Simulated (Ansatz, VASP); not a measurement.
SiC3: VASP beside Ansatz

```xyz
4
Lattice="2.6962 0.0000 0.0000 -1.3481 2.3350 0.0000 0.0000 0.0000 8.5198" Properties=species:S:1:pos:R:3 pbc="T T T"
Si    0.0000    1.5567    0.0000
C     0.0000    1.5567    4.2599
C     1.3481    0.7783    2.1299
C     1.3481    0.7783    6.3898
```

Alike in both runs: task relaxation of cell and atoms; functional PBE; k mesh 6 × 6 × 2; occupations gaussian, width 0.1 eV; no spin polarisation.

|  | VASP | Ansatz |
| --- | --- | --- |
| version | VASP 6.6.1 | Ansatz 0.2.0 |
| potentials or method | VASP PAW PBE potentials, release 64 (Si, C), cutoff 600 eV | scalar-relativistic, plane waves, PAW |
| valence electrons in the cell | 16 | 16 |

```tsv
	VASP	Ansatz	Ansatz less VASP
gap on the k mesh at the Fermi level, each at its own relaxed structure (eV)	none	none	-
relaxed volume (Å³/atom)	7.56	7.58	+0.018
relaxed cell length with the largest relative difference (Å)	4.694	4.698	+0.0041
```

A gap of «none» marks a metal or a gap that the smearing closes.

The k mesh is coarse, so the values compare programs but aren't converged. Noted on VASP's run: the volume moved by over 15 % at a fixed basis, so the end points are rough.
